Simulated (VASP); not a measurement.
Runs of VASP 6.6.1 on LiF. The structure is that of space group Pm-3m (No. 221), or close to it. The cells are those of the table. 

```csv
level,cell,smearing,gap on the mesh (eV)
r2SCAN,"a = 2.495, b = 2.516, c = 2.516 Å, 2 atoms",gaussian 0.01 eV,9.16
r2SCAN,"a = 2.660, b = 2.660, c = 2.516 Å, 2 atoms",gaussian 0.01 eV,(a)
PBE,"a = 2.495, b = 2.516, c = 2.516 Å, 2 atoms",fermi-dirac 0.02 eV,7.98
PBE,"a = 2.660, b = 2.660, c = 2.516 Å, 2 atoms",fermi-dirac 0.02 eV,6.75
```

Alike in all rows: task single point; potentials or basis VASP PAW PBE potentials, release 64 (Li_sv, F); no spin polarisation; k mesh 10 × 10 × 10; cutoff (eV) 520.

Task: Estimate the missing entries.

Result: (a) 7.81.

A k mesh can miss the band edges.
